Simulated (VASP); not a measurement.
# H8Os3 (Pm-3m) in VASP: further runs

The runs below take H8Os3 through single point, relaxation of cell and atoms, with PBE.

All numbers are computed with VASP 6.6.1; they aren't measurements. Logs are shortened: lines on timing, memory, paths and dates and some standing lists are left out, and cuts for length are marked.

## (1) The cell of the first run

The structure is cubic, space group Pm-3m (No. 221). The conventional cell has a = 5.239 Å, b = 5.239 Å, c = 5.239 Å, α = 90.00°, β = 90.00°, γ = 90.00°. Within 1.4 Å of H (site symmetry 4mm) lie 1 H at 1.05 Å. H (site symmetry m-3m) has 6 H at 1.05 Å within 1.4 Å. Within 4.9 Å of H (site symmetry m-3m) lie 12 Os at 3.70 Å and 32 H at 4.02 to 4.54 Å. Within 2.1 Å of Os (site symmetry 4/mmm) lie 2 H at 1.57 Å.

## (2) Single point, PBE

Input file INCAR:

```
PREC = Accurate ; ENCUT = 520
EDIFF = 1E-6 ; ISMEAR = 0
SIGMA = 0.1 ; LREAL = False
LASPH = True ; NELM = 100
ALGO = Normal ; ISIF = 2
LWAVE = False ; LCHARG = True
GGA = PE ; LELF = True
LVHAR = True ; NBANDS = 27
```

Input file KPOINTS:

```
Automatic mesh
0
Gamma
  8 8 8
```

Input file POSCAR:

```
H8Os3
1.0
    5.2388815863      0.0000000000      0.0000000000
    0.0000000000      5.2388815863      0.0000000000
    0.0000000000      0.0000000000      5.2388815863
H Os
8 3
Direct
    0.1995491695      0.0000000000      0.0000000000
    0.8004508305      0.0000000000      0.0000000000
    0.0000000000      0.1995491695      0.0000000000
    0.0000000000      0.8004508305      0.0000000000
    0.0000000000      0.0000000000      0.1995491695
    0.0000000000      0.0000000000      0.8004508305
    0.0000000000      0.0000000000      0.0000000000
    0.5000000000      0.5000000000      0.5000000000
    0.5000000000      0.0000000000      0.0000000000
    0.0000000000      0.5000000000      0.0000000000
    0.0000000000      0.0000000000      0.5000000000
```

Potentials or basis: VASP PAW PBE potentials, release 64 (H, Os).

Started as:

```
> cat potpaw_PBE.64/H/POTCAR potpaw_PBE.64/Os/POTCAR > POTCAR
> mpirun -np 1 vasp_std > vasp.out
```

OUTCAR:

```text
PREC = Accurate
   ENCUT = 520
   EDIFF = 1E-6
   ISMEAR = 0
   LREAL = False
   LASPH = True
   NELM = 100
   ISIF = 2
   GGA = PE

 ion  position               nearest neighbor table
   1  0.200  0.000  0.000-   9 1.57
   2  0.800  0.000  0.000-   9 1.57
   3  0.000  0.200  0.000-  10 1.57
   4  0.000  0.800  0.000-  10 1.57
   5  0.000  0.000  0.200-  11 1.57
   6  0.000  0.000  0.800-  11 1.57
   7  0.000  0.000  0.000-
   8  0.500  0.500  0.500-
   9  0.500  0.000  0.000-   1 1.57   2 1.57
  10  0.000  0.500  0.000-   3 1.57   4 1.57
  11  0.000  0.000  0.500-   5 1.57   6 1.57

  LATTYP: Found a simple cubic cell.
 ALAT       =     5.2388815863

  Lattice vectors:

 A1 = (   5.2388815863,   0.0000000000,   0.0000000000)
 A2 = (   0.0000000000,   5.2388815863,   0.0000000000)
 A3 = (   0.0000000000,   0.0000000000,   5.2388815863)

Analysis of symmetry for initial positions (statically):
=====================================================================
 Subroutine PRICEL returns:
 Original cell was already a primitive cell.

 Routine SETGRP: Setting up the symmetry group for a
 simple cubic supercell.

 Subroutine GETGRP returns: Found 48 space group operations
 (whereof 48 operations were pure point group operations)
 out of a pool of 48 trial point group operations.

The static configuration has the point symmetry O_h .

Analysis of symmetry for dynamics (positions and initial velocities):
=====================================================================
 Subroutine PRICEL returns:
 Original cell was already a primitive cell.

 Routine SETGRP: Setting up the symmetry group for a
 simple cubic supercell.

 Subroutine GETGRP returns: Found 48 space group operations
 (whereof 48 operations were pure point group operations)
 out of a pool of 48 trial point group operations.

The dynamic configuration has the point symmetry O_h .

 Subroutine INISYM returns: Found 48 space group operations
 (whereof 48 operations are pure point group operations),
 and found     1 'primitive' translations

----------------------------------------------------------------------------------------

                                     Primitive cell

  volume of cell :     143.7857

  direct lattice vectors                    reciprocal lattice vectors
     5.238881586  0.000000000  0.000000000     0.190880436  0.000000000  0.000000000
     0.000000000  5.238881586  0.000000000     0.000000000  0.190880436  0.000000000
     0.000000000  0.000000000  5.238881586     0.000000000  0.000000000  0.190880436

  length of vectors
     5.238881586  5.238881586  5.238881586     0.190880436  0.190880436  0.190880436

  position of ions in fractional coordinates (direct lattice)
     0.199549170  0.000000000  0.000000000
     0.800450830  0.000000000  0.000000000
     0.000000000  0.199549170  0.000000000
     0.000000000  0.800450830  0.000000000
     0.000000000  0.000000000  0.199549170
     0.000000000  0.000000000  0.800450830
     0.000000000  0.000000000  0.000000000
     0.500000000  0.500000000  0.500000000
     0.500000000  0.000000000  0.000000000
     0.000000000  0.500000000  0.000000000
     0.000000000  0.000000000  0.500000000

  ion indices of the primitive-cell ions
   primitive index   ion index
                 1           1
                 2           2
                 3           3
                 4           4
                 5           5
                 6           6
                 7           7
                 8           8
                 9           9
                10          10
                11          11

----------------------------------------------------------------------------------------

 KPOINTS: Automatic mesh

Automatic generation of k-mesh.
 Grid dimensions read from file:
 generate k-points for:    8    8    8

 Generating k-lattice:

  Cartesian coordinates                     Fractional coordinates (reciprocal lattice)
     0.023860054  0.000000000  0.000000000     0.125000000  0.000000000  0.000000000
     0.000000000  0.023860054  0.000000000     0.000000000  0.125000000  0.000000000
     0.000000000  0.000000000  0.023860054     0.000000000  0.000000000  0.125000000

  Length of vectors
     0.023860054  0.023860054  0.023860054

  Shift w.r.t. Gamma in fractional coordinates (k-lattice)
     0.000000000  0.000000000  0.000000000

 Subroutine IBZKPT returns following result:
 ===========================================

 Found     35 irreducible k-points:

 Following reciprocal coordinates:
            Coordinates               Weight
  0.000000  0.000000  0.000000      1.000000
  0.125000  0.000000  0.000000      6.000000
  0.250000  0.000000  0.000000      6.000000
  0.375000  0.000000  0.000000      6.000000
  0.500000  0.000000  0.000000      3.000000
  0.125000  0.125000  0.000000     12.000000
[... 16 lines left out ...]
  0.375000  0.375000  0.125000     24.000000
  0.500000  0.375000  0.125000     24.000000
 [... further k-points ...]
   k-points           NKPTS =     35   k-points in BZ     NKDIM =     35   number of bands    NBANDS=     27
   number of dos      NEDOS =    301   number of ions     NIONS =     11
   total plane-waves  NPLWV =  64000
   dimension x,y,z NGX =    40 NGY =   40 NGZ =   40
   dimension x,y,z NGXF=    80 NGYF=   80 NGZF=   80
   ions per type =               8   3
   NGX,Y,Z   is equivalent  to a cutoff of  12.69, 12.69, 12.69 a.u.
   NGXF,Y,Z  is equivalent  to a cutoff of  25.39, 25.39, 25.39 a.u.
 SYSTEM =  unknown system
   PREC   = accura    normal or accurate (medium, high low for compatibility)
   ISTART =      0    job   : 0-new  1-cont  2-samecut
   ICHARG =      2    charge: 1-file 2-atom 10-const
   ISPIN  =      1    spin polarized calculation?
   LNONCOLLINEAR =      F non collinear calculations
   LSORBIT =      F    spin-orbit coupling
   LASPH  =      T    aspherical Exc in radial PAW
   ENCUT  =  520.0 eV  38.22 Ry    6.18 a.u.   9.74  9.74  9.74*2*pi/ulx,y,z
   NELM   =    100;   NELMIN=  2; NELMDL= -5     # of ELM steps
   EDIFF  = 0.1E-05   stopping-criterion for ELM
   LREAL  =      F    real-space projection
   EDIFFG = 0.1E-04   stopping-criterion for IOM
   NSW    =      0    number of steps for IOM
   IBRION =     -1    ionic relax: 0-MD 1-quasi-New 2-CG
   NFREE  =      0    steps in history (QN), initial steepest desc. (CG)
   ISIF   =      2    stress and relaxation
   ISYM   =      2    0-nonsym 1-usesym 2-fastsym
   POTIM  = 0.5000    time-step for ionic-motion
   TEBEG  =    0.0;   TEEND  =   0.0 temperature during run
   PSTRESS=    0.0 pullay stress
   NELECT =      32.0000    total number of electrons
   NUPDOWN=      -1.0000    fix difference up-down
   EMIN   =  10.00;   EMAX   =-10.00  energy-range for DOS
   EFERMI =   0.00;   METHOD = LEGACY
   ISMEAR =     0;   SIGMA  =   0.10  broadening in eV -4-tet -1-fermi 0-gaus
   EFERMI_NEDOS =   21; number of points for ismear=-14 and -15
   IALGO  =     38    algorithm
   IMIX   =      4    mixing-type and parameters
     AMIX     =   0.40;   BMIX     =  1.00
     AMIX_MAG =   1.60;   BMIX_MAG =  1.00
  volume/ion in A,a.u.               =      13.07        88.21
  Fermi-wavevector in a.u.,A,eV,Ry     =   0.992094  1.874786 13.391546  0.984251
  Thomas-Fermi vector in A             =   2.123882
   LORBIT       =      0    0 simple, 1 ext, 2 COOP (PROOUT), +10 PAW based schemes
   GGA     = PE    functional components
   LHFCALC =     F    Hartree Fock is set to
   AEXX    =    0.0000 exact exchange contribution
   IVDW    =     0    specifies the selected vdW correction
   LEPSILON=     F    determine dielectric tensor
   LRPA    =     F    only Hartree local field effects (RPA)
 non-spin polarized calculation
 Gauss-broadening in eV      SIGMA  =   0.10
  energy-cutoff  :      520.00
  volume of cell :      143.79
 maximum number of plane-waves:      3912
 NGX is ok and might be reduce to    40
   NGX = 19   NGY = 19   NGZ = 19

 number of electron      32.0000000 magnetization

 Free energy of the ion-electron system (eV)
  ---------------------------------------------------
  ext. energy  EPLUGINS =         0.00000000
  ---------------------------------------------------
  free energy    TOTEN  =       -33.05561226 eV

  energy without entropy =      -32.94664052  energy(sigma->0) =      -33.00112639

 E-fermi :   0.0093     XC(G=0):  -8.6971

 val. band max:        0.0049877712   @ k =   0.5000   0.2500   0.0000
 cond. band min:       0.0117837397   @ k =   0.3750   0.3750   0.2500
 fundamental gap:      0.0067959685
 Fermi energy:         0.0093133309

 k-point     1 :       0.0000    0.0000    0.0000
  band No.  band energies     occupation
      1     -15.3531      2.00000
      2      -4.4602      2.00000
      3      -4.4602      2.00000
      4      -3.9169      2.00000
      5      -3.9169      2.00000
      6      -3.9169      2.00000
[... 19 lines left out ...]
     26       4.7401      0.00000
     27       7.6290      0.00000

 k-point     2 :       0.1250    0.0000    0.0000
  band No.  band energies     occupation
      1     -15.3150      2.00000
      2      -5.4234      2.00000
      3      -4.4570      2.00000
      4      -3.9659      2.00000
      5      -3.9659      2.00000
      6      -3.3215      2.00000
[... 19 lines left out ...]
     26       5.1047      0.00000
     27       7.3280      0.00000

 k-point     3 :       0.2500    0.0000    0.0000
  band No.  band energies     occupation
      1     -15.2194      2.00000
      2      -6.4608      2.00000
      3      -4.4495      2.00000
      4      -4.0711      2.00000
      5      -4.0711      2.00000
      6      -3.0249      2.00000
[... 594 lines left out ...]
      1     -14.8207      2.00000
      2      -7.2572      2.00000
      3      -7.1706      2.00000
      4      -5.3615      2.00000
      5      -2.4880      2.00000
      6      -1.9753      2.00000
[... 19 lines left out ...]
     26       4.9185      0.00000
     27       7.3363      0.00000

 k-point    24 :       0.5000    0.3750    0.1250
  band No.  band energies     occupation
      1     -14.7723      2.00000
      2      -7.4691      2.00000
      3      -7.2212      2.00000
      4      -5.3802      2.00000
      5      -2.4832      2.00000
      6      -1.8096      2.00000
[... 19 lines left out ...]
     26       4.8232      0.00000
     27       7.3045      0.00000

 [... further k-points ...]
[... 5 lines left out ...]
  --------------------------------------------------------------------------------------
  -------------------------------------------------------------------------------------
  Total        0.3469817      0.3469817      0.3469817      0.0000000      0.0000000     -0.0000000
  in kB        3.8663521      3.8663521      3.8663521      0.0000000      0.0000000     -0.0000000
  external PRESSURE =       3.8663521 kB  Pullay stress =       0.0000000 kB

 VOLUME and BASIS-vectors are now :
 -----------------------------------------------------------------------------
  energy-cutoff  :      520.00
  volume of cell :      143.79
      direct lattice vectors                 reciprocal lattice vectors
     5.238881586  0.000000000  0.000000000     0.190880436  0.000000000  0.000000000
     0.000000000  5.238881586  0.000000000     0.000000000  0.190880436  0.000000000
     0.000000000  0.000000000  5.238881586     0.000000000  0.000000000  0.190880436

 POSITION                                       TOTAL-FORCE (eV/Angst)
 -----------------------------------------------------------------------------------
      1.04541      0.00000      0.00000        -0.119395      0.000000      0.000000
      4.19347      0.00000      0.00000         0.119395      0.000000     -0.000000
      0.00000      1.04541      0.00000        -0.000000     -0.119395      0.000000
      0.00000      4.19347      0.00000        -0.000000      0.119395     -0.000000
      0.00000      0.00000      1.04541        -0.000000      0.000000     -0.119395
      0.00000      0.00000      4.19347        -0.000000      0.000000      0.119395
      0.00000      0.00000      0.00000        -0.000000      0.000000      0.000000
      2.61944      2.61944      2.61944        -0.000000      0.000000      0.000000
      2.61944      0.00000      0.00000        -0.000000      0.000000      0.000000
      0.00000      2.61944      0.00000        -0.000000      0.000000      0.000000
      0.00000      0.00000      2.61944        -0.000000      0.000000      0.000000
 -----------------------------------------------------------------------------------
    total drift:                               -0.000000      0.000000     -0.000000

  FREE ENERGIE OF THE ION-ELECTRON SYSTEM (eV)
  ---------------------------------------------------
  free  energy   TOTEN  =       -33.0556122584 eV

  energy  without entropy=      -32.9466405221  energy(sigma->0) =      -33.00112639
```

Run time: 85 s. Hardware: 1 thread of AMD EPYC 9R14 (Zen 4), shared host; peak memory 0.27 GiB.

What came out:

```yaml
Free_energy: -33.0556 eV
Pressure: 0.4 GPa
Largest_force: 0.119 eV/Å
Band_gap_on_the_k_mesh: zero (band 16 reaches 0.27 eV, above the bottom of band 17 at -0.19 eV)
```

Forces on the atoms (eV/Å):
```
H   -0.119  0.000  0.000
H    0.119  0.000  0.000
H    0.000 -0.119  0.000
H    0.000  0.119  0.000
H    0.000  0.000 -0.119
H    0.000  0.000  0.119
H    0.000  0.000  0.000
H    0.000  0.000  0.000
Os   0.000  0.000  0.000
Os   0.000  0.000  0.000
Os   0.000  0.000  0.000
```

Levels at points of the mesh, in eV from the Fermi level:
```
           k point  band 14  band 15  band 16  band 17  band 18  band 19
(0.00, 0.00, 0.00)    -0.17    -0.17    -0.17     0.18     0.18     0.18
(0.50, 0.00, 0.00)    -0.27    -0.20    -0.20    -0.20    -0.20    -0.13
(0.50, 0.50, 0.00)    -0.56    -0.34    -0.28     0.08     0.10     0.13
(0.50, 0.50, 0.50)     0.26     0.26     0.26     0.27     0.89     0.89
```

Caveat: spin-orbit coupling is left out, which moves the levels of the heavy elements.

## (3) Relaxation of cell and atoms, PBE

This run uses another cell than the first one, of 13.04 Å³/atom, 0.998 times its volume.

Input file INCAR:

```
SYSTEM = H8Os3
  ALGO = Normal
  EDIFF = 1E-6
  EDIFFG = -0.01
  ENCUT = 600
  GGA = PE
  IBRION = 2
  ISIF = 3
  ISMEAR = 0
  LASPH = .True.
  LCHARG = .False.
  LREAL = .False.
  LWAVE = .False.
  NELM = 100
  NSW = 100
  PREC = Accurate
  SIGMA = 0.1
```

Input file KPOINTS:

```
k-points
0
Gamma
  8 8 8
  0 0 0
```

Input file POSCAR:

```
H8Os3
1.0
    5.2352480093      0.0000000000      0.0000000000
    0.0000000000      5.2352480093      0.0000000000
    0.0000000000      0.0000000000      5.2352480093
H Os
8 3
Direct
    0.1995417314      0.0000000000      0.0000000000
    0.8004582686      0.0000000000      0.0000000000
    0.0000000000      0.1995417314      0.0000000000
    0.0000000000      0.8004582686      0.0000000000
    0.0000000000      0.0000000000      0.1995417314
    0.0000000000      0.0000000000      0.8004582686
    0.0000000000      0.0000000000      0.0000000000
    0.5000000000      0.5000000000      0.5000000000
    0.5000000000      0.0000000000      0.0000000000
    0.0000000000      0.5000000000      0.0000000000
    0.0000000000      0.0000000000      0.5000000000
```

Potentials or basis: VASP PAW PBE potentials, release 64 (H, Os).

Started as:

```
> cat potpaw_PBE.64/H/POTCAR potpaw_PBE.64/Os/POTCAR > POTCAR
> mpirun -np 1 vasp_std > vasp.out
```

Wall time 4.3 min (1 thread of AMD EPYC 9R14 (Zen 4), shared host); peak memory 0.31 GiB.

Results (log left out):

- Free energy: -33.0628 eV
- Relaxed volume: 13.20 Å³/atom
- Relaxed cell: a = 5.256 Å, b = 5.256 Å, c = 5.256 Å, α = 90.00°, β = 90.00°, γ = 90.00°
- Space group after relaxing (to 0.05 Å): Pm-3m (No. 221)
- Energy gained by relaxing: 0.3 meV/atom
- Ionic steps: 5
- Pressure after relaxing: 0.0 GPa
- Band gap on the k mesh: zero (band 16 reaches 0.21 eV, above the bottom of band 17 at -0.24 eV)

Step by step:
```
step  energy change (eV)  largest force (eV/Å)  pressure (GPa)  volume (Å³)
   1              0.0000                0.1309            0.56       143.49
   2             -0.0021                0.1148            0.07       144.44
   3             -0.0028                0.0355            0.23       144.12
   4             -0.0035                0.0205            0.13       144.59
   5             -0.0038                0.0015            0.01       145.19
```

Final structure:
```
H Os
1.0
     5.25589    0.00000    0.00000
     0.00000    5.25589    0.00000
     0.00000    0.00000    5.25589
H Os
8 3
Direct
  0.19914 0.00000 0.00000
  0.80086 0.00000 0.00000
  0.00000 0.19914 0.00000
  0.00000 0.80086 0.00000
  0.00000 0.00000 0.19914
  0.00000 0.00000 0.80086
  0.00000 0.00000 0.00000
  0.50000 0.50000 0.50000
  0.50000 0.00000 0.00000
  0.00000 0.50000 0.00000
  0.00000 0.00000 0.50000
```

Levels at points of the mesh, in eV from the Fermi level:
| k point | band 12 | band 13 | band 14 | band 15 | band 16 | band 17 | band 18 | band 19 | band 20 | band 21 |
| --- | --- | --- | --- | --- | --- | --- | --- | --- | --- | --- |
| (0.00, 0.00, 0.00) | -1.25 | -0.51 | -0.17 | -0.17 | -0.17 | 0.18 | 0.18 | 0.18 | 0.30 | 0.46 |
| (0.50, 0.00, 0.00) | -0.59 | -0.40 | -0.27 | -0.20 | -0.20 | -0.19 | -0.19 | -0.13 | 0.18 | 0.28 |
| (0.50, 0.50, 0.00) | -0.73 | -0.68 | -0.54 | -0.34 | -0.28 | 0.07 | 0.10 | 0.13 | 0.51 | 0.51 |
| (0.50, 0.50, 0.50) | 0.05 | 0.05 | 0.26 | 0.26 | 0.26 | 0.27 | 0.87 | 0.87 | 0.87 | 1.81 |

Caveat: spin-orbit coupling is left out, which moves the levels of the heavy elements.
